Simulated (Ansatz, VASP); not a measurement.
## Mg3NbO2 in VASP and in Ansatz

```
CELL_PARAMETERS angstrom
3.62565 2.09327 3.83201
-3.62565 2.09327 3.83201
0.00000 -4.18654 3.83201
ATOMIC_POSITIONS crystal
Mg 0.00000 0.50000 0.00000
Mg 0.00000 0.00000 0.50000
Mg 0.50000 0.00000 0.00000
Nb 0.00000 0.00000 0.00000
O 0.16965 0.16965 0.16965
O 0.83035 0.83035 0.83035
```

Change from the starting cell: species swapped into the Ho2AlFe3 type (R-3m, No. 166).

Alike in both runs: functional PBE; k mesh 6 × 6 × 6; occupations gaussian, width 0.1 eV; collinear spin.

Ansatz relaxed the structure, and its values are those at the end. VASP's run is a single point on that final structure, the one shown.

|  | VASP | Ansatz |
| --- | --- | --- |
| version | VASP 6.6.1 | Ansatz 0.2.0 |
| potentials or method | VASP PAW PBE potentials, release 64 (Mg, Nb_sv, O), cutoff 520 eV | scalar-relativistic, plane waves, PAW |
| valence electrons in the cell | 31 | 55 |

```csv
,VASP,Ansatz,Ansatz less VASP
gap on the k mesh at the Fermi level (eV),none,none,-
pressure (GPa),0.1,0.2,+0.15
rms of the force components (eV/Å),0.002,0.008,+0.0062
```

A gap of «none» marks a metal or a gap that the smearing closes. With one functional, cell and mesh, what is left measures potentials, basis and numerics. VASP's potentials hold 31 valence electrons a cell and Ansatz's 55, so a difference there can come from the potentials and not from the codes. Ansatz's warnings: cell relax basis refresh, no starting moments.
